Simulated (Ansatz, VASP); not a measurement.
## TlAgTe2 in VASP and in Ansatz

```
Tl Ag Te
1.0
    -1.95344    1.95344    7.58455
     1.95344   -1.95344    7.58455
     1.95344    1.95344   -7.58455
Tl Ag Te
1 1 2
Direct
  0.00000 0.00000 0.00000
  0.75000 0.25000 0.50000
  0.36900 0.36900 0.00000
  0.63100 0.63100 0.00000
```

Change from the starting cell: volume scaled by 0.99.

Alike in both runs: task single point; functional LDA; k mesh 13 × 13 × 13; occupations fermi-dirac, width 0.05 eV; no spin polarisation.

|  | VASP | Ansatz |
| --- | --- | --- |
| version | VASP 6.6.1 | Ansatz 0.2.0 |
| potentials or method | VASP PAW LDA potentials, release 64 (Tl_d, Ag, Te), cutoff 520 eV | all-electron LAPW, scalar-relativistic |

```tsv
	VASP	Ansatz	Ansatz less VASP
pressure (GPa)	-0.9	-0.9	-0.02
traceless stress, the component that is largest in VASP (GPa)	1.91	1.88	-0.026
rms of the force components (eV/Å)	0.081	0.076	-0.0048
```

LDA's correlation is that of Perdew and Zunger in VASP and of Perdew and Wang (1992) in Ansatz. Atom by atom the forces differ by 0.005 eV/Å (rms over components). Ansatz ran all-electron here, and VASP with PAW potentials.

Spin-orbit coupling is off throughout.
